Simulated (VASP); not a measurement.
A run of VASP 6.6.1 is set up as follows.

File INCAR:

```
SYSTEM = FeSi
PREC     = Accurate       ! precision mode
ENCUT    = 520            ! plane-wave cutoff, eV
EDIFF    = 1E-6           ! SCF threshold, eV
ISMEAR   = 0              ! smearing method
SIGMA    = 0.1            ! smearing width, eV
LREAL    = .FALSE.        ! projectors in reciprocal space
LASPH    = .TRUE.         ! aspherical terms in the spheres
NELM     = 100            ! most SCF steps
ALGO     = Normal         ! electronic algorithm
ISIF     = 2              ! what is computed and relaxed
LWAVE    = .FALSE.        ! write WAVECAR
LCHARG   = .FALSE.        ! write CHGCAR
GGA      = PE             ! functional
NBANDS   = 34             ! bands
```

Contents of KPOINTS:

```
regular mesh
0
G
  4 4 4
  0 0 0
```

Contents of POSCAR:

```
FeSi
1.0
    4.5507000000      0.0000000000      0.0000000000
    0.0000000000      4.5507000000      0.0000000000
    0.0000000000      0.0000000000      4.5507000000
Fe Si
4 4
Direct
    0.1365200000      0.1365200000      0.1365200000
    0.3634800000      0.8634800000      0.6365200000
    0.6365200000      0.3634800000      0.8634800000
    0.8634800000      0.6365200000      0.3634800000
    0.8424000000      0.8424000000      0.8424000000
    0.6576000000      0.1576000000      0.3424000000
    0.3424000000      0.6576000000      0.1576000000
    0.1576000000      0.3424000000      0.6576000000
```

Potentials or basis: VASP PAW PBE potentials, release 64 (Fe, Si).

Launch:

```bash
$ cat potpaw_PBE.64/Fe/POTCAR potpaw_PBE.64/Si/POTCAR > POTCAR
$ mpirun -np 1 vasp_std > vasp.out
```

Q: What does it give for the largest force?

A: 0.261 eV/Å.

Q: Predict the band gap on the k mesh.

A: 0.14 eV, indirect (least direct gap 0.17 eV).

Q: Estimate the pressure.

A: -13.6 GPa.

Forces on the atoms (eV/Å):
```
Fe  -0.130 -0.130 -0.130
Fe   0.130  0.130 -0.130
Fe  -0.130  0.130  0.130
Fe   0.130 -0.130  0.130
Si  -0.151 -0.151 -0.151
Si   0.151  0.151 -0.151
Si  -0.151  0.151  0.151
Si   0.151 -0.151  0.151
```

A k mesh can miss the band edges. Spin polarisation is off, so any magnetic state and its effect on volume and gap are missing.
